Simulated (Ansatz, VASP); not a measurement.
**MgZnTe2: VASP beside Ansatz**

The input INCAR:

```
ALGO = Normal
EDIFF = 1E-6
ENCUT = 520
GGA = PE
GGA_COMPAT = F
ISIF = 2
ISMEAR = 0
LASPH = T
LCHARG = F
LORBIT = 11
LORBMOM = T
LREAL = F
LSORBIT = T
LWAVE = F
MAGMOM = 0 0 0 0 0 0 0 0 0 0 0 0
NBANDS = 40
NELM = 150
PREC = Accurate
SIGMA = 0.01
```

The input KPOINTS:

```
k-points
0
Gamma
  6 6 4
```

File POSCAR:

```
MgZnTe2
1.0
    4.4327149037      0.0000000000      0.0000000000
    0.0000000000      4.4327149037      0.0000000000
    0.0000000000      0.0000000000      6.3419944609
Mg Te Zn
1 2 1
Direct
    0.0000000000      0.0000000000      0.0000000000
    0.0000000000      0.5000000000      0.2649432007
    0.5000000000      0.0000000000      0.7350567993
    0.5000000000      0.5000000000      0.5000000000
```

Input for Ansatz:

```yaml
crystal:
  lattice:
    - [4.4327149037, 0.0, 0.0]
    - [0.0, 4.4327149037, 0.0]
    - [0.0, 0.0, 6.3419944609]
  atoms:
    - { symbol: Mg, position: [0.0, 0.0, 0.0] }
    - { symbol: Te, position: [0.0, 0.5, 0.2649432007] }
    - { symbol: Zn, position: [0.5, 0.5, 0.5] }
    - { symbol: Te, position: [0.5, 0.0, 0.7350567993] }
kpoints:
  mp_grid: { grid: [6, 6, 4] }
  band_path:
    path:
      - [0.0, 0.0, 0.0]
      - [0.0, 0.5, 0.0]
      - [0.5, 0.5, 0.0]
      - [0.0, 0.0, 0.5]
      - [0.0, 0.5, 0.5]
      - [0.5, 0.5, 0.5]
    npoints: 1
hamiltonian:
  xc: pbe
scf:
  occupations: { method: fixed }
  n_extra_bands: 10
magnetization:
  noncollinear: true
  spin_orbit: true
output:
  forces: true
  stress: true
  eigenvalues: true
```

Alike in both runs: task single point; functional PBE; k mesh 6 × 6 × 4; non-collinear spin, spin-orbit coupling.

```csv
,VASP,Ansatz
version,VASP 6.6.1,Ansatz 0.2.0
potentials or method,"VASP PAW PBE potentials, release 64 (Mg, Te, Zn)","plane waves, PAW"
plane-wave cutoff (eV),520,420
occupations,"gaussian, width 0.01 eV",fixed
valence electrons in the cell,26,54
```

Ansatz gave:

```
pressure (GPa)                     : 1.1
rms of the force components (eV/Å) : 0.020
```

**Question.** Estimate VASP's values.

**Answer.** Pressure (GPa): 1.1; rms of the force components (eV/Å): 0.024.

VASP's potentials hold 26 valence electrons a cell and Ansatz's 54, so a difference there can come from the potentials and not from the codes.
